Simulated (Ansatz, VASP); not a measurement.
# La2FeCo2C in VASP and in Ansatz

```
CELL_PARAMETERS angstrom
-2.03730 2.97381 4.47275
4.07461 0.00000 0.00000
2.03730 2.97381 -4.47275
ATOMIC_POSITIONS crystal
La 0.30654 0.80654 0.69346
La 0.69346 0.19346 0.30654
Co 0.79647 0.50000 0.79647
Co 0.20353 0.50000 0.20353
Fe 0.00000 0.00000 0.00000
C 0.50000 0.50000 0.50000
```

Alike in both runs: functional PBE; k mesh 5 × 5 × 5; occupations gaussian, width 0.0121 eV; no spin polarisation.

Ansatz relaxed the structure, and its values are those at the end. VASP's run is a single point on that final structure, the one shown.

```csv
,VASP,Ansatz
version,VASP 6.6.1,Ansatz 0.2.0
potentials or method,"VASP PAW PBE potentials, release 64 (La, Co_sv, Fe_sv, C), cutoff 600 eV",PAW plane waves
valence electrons in the cell,76,76
```

VASP gave:

```
gap on the k mesh at the Fermi level (eV) : none
pressure (GPa)                            : -1.2
rms of the force components (eV/Å)        : 0.008
```

Q: Estimate Ansatz's values.

A: gap on the k mesh at the Fermi level (eV): none; pressure (GPa): 0.0; rms of the force components (eV/Å): 0.001.

A gap of «none» marks a metal or a gap that the smearing closes. With one functional, cell and mesh, what is left measures potentials, basis and numerics.

Spin-orbit coupling is off throughout.
